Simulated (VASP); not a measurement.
A run of VASP 6.6.1 is set up as follows.

The input INCAR:

```
SYSTEM = BeTe6Br
  PREC = Accurate
  ENCUT = 600
  EDIFF = 1E-7
  ISMEAR = 0
  SIGMA = 0.1
  LREAL = .FALSE.
  LASPH = .TRUE.
  NELM = 100
  ALGO = Normal
  ISIF = 3
  LWAVE = .FALSE.
  LCHARG = .FALSE.
  GGA = PE
  IBRION = 2
  NSW = 90
  EDIFFG = -0.04
```

File KPOINTS:

```
regular mesh
0
G
  4 4 4
  0 0 0
```

File POSCAR:

```
BeTe6Br
1.0
    0.0000000000      5.3089469700      5.3089469700
    5.3089469700      0.0000000000      5.3089469700
    5.3089469700      5.3089469700      0.0000000000
Be Te Br
1 6 1
Direct
    0.5000000000      0.5000000000      0.5000000000
    0.5000000000      0.0000000000      0.0000000000
    0.0000000000      0.5000000000      0.5000000000
    0.0000000000      0.5000000000      0.0000000000
    0.5000000000      0.0000000000      0.5000000000
    0.0000000000      0.0000000000      0.5000000000
    0.5000000000      0.5000000000      0.0000000000
    0.0000000000      0.0000000000      0.0000000000
```

Potentials or basis: VASP PAW PBE potentials, release 64 (Be, Te, Br).

Command:

```console
$ cat potpaw_PBE.64/Be/POTCAR potpaw_PBE.64/Te/POTCAR potpaw_PBE.64/Br/POTCAR > POTCAR
$ mpirun -np 1 vasp_std > vasp.out
```

(1) Predict the band gap on the k mesh.

(2) Predict the relaxed cell.

(3) Estimate the relaxed volume.

(4) Estimate the space group after relaxing (to 0.1 Å).

## Answers

(1) zero (an odd number of electrons rules out a gap without spin polarisation).

(2) a = 6.687 Å, b = 6.687 Å, c = 6.687 Å, α = 60.00°, β = 60.00°, γ = 60.00°.

(3) 26.43 Å³/atom.

(4) Fm-3m (No. 225).

Caveat: the volume moved by over 15 % at a fixed basis, so the end points are rough; spin-orbit coupling is left out, which moves the levels of the heavy elements; an odd number of electrons without spin polarisation forces a metal; a magnetic or distorted state may lie lower.
